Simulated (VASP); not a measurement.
Set up this calculation in VASP 6.6.1, as the native input.

| Quantity | Value |
| --- | --- |
| Task | single point |
| Functional | PBE |
| Potentials or basis | VASP PAW PBE potentials, release 64 (Al, W_sv) |
| Cutoff | 500 eV |
| k mesh | 4 × 4 × 3 |
| Occupations | gaussian, width 0.2 eV |
| Spin | no spin polarisation |
| Dipole correction | no |
| Further INCAR settings | ALGO = Normal; EDIFF = 1e-06; NBANDS = 25 |

The structure of Al6W lies in POSCAR:

```
Al6W
1.0
    5.2500036917      0.0000000000      0.0000000000
   -2.6250018458      4.5466365669      0.0000000000
    0.0000000000      0.0000000000     10.0225566009
Al W
6 1
Direct
    0.5000000000      0.0000000000      0.0000000000
    0.0000000000      0.5000000000      0.0000000000
    0.5000000000      0.5000000000      0.0000000000
    0.0000000000      0.0000000000      0.5000000000
    0.0000000000      0.0000000000      0.2431910170
    0.0000000000      0.0000000000      0.7568089830
    0.0000000000      0.0000000000      0.0000000000
```

The cell was built from a structure type or drawn by symmetry, and may not be a known phase.

The input as run:

INCAR

```
ALGO = Normal
EDIFF = 1E-6
ENCUT = 500
GGA = PE
GGA_COMPAT = F
ISIF = 2
ISMEAR = 0
LASPH = T
LCHARG = T
LELF = T
LREAL = F
LVHAR = T
LWAVE = F
NBANDS = 25
NELM = 120
PREC = Accurate
SIGMA = 0.2
```

KPOINTS

```
k-points
0
Gamma
  4 4 3
```

Potentials or basis: VASP PAW PBE potentials, release 64 (Al, W_sv).

The run is started by

```sh
$ cat potpaw_PBE.64/Al/POTCAR potpaw_PBE.64/W_sv/POTCAR > POTCAR
$ mpirun -np 1 vasp_std > vasp.out
```

It gave:

```
Pressure      : 0.0 GPa
Largest force : 0.014 eV/Å
```

It took 36 s on 1 thread of Intel(R) Xeon(R) 6975P-C (Granite Rapids) (shared host), peak memory 0.35 GiB.
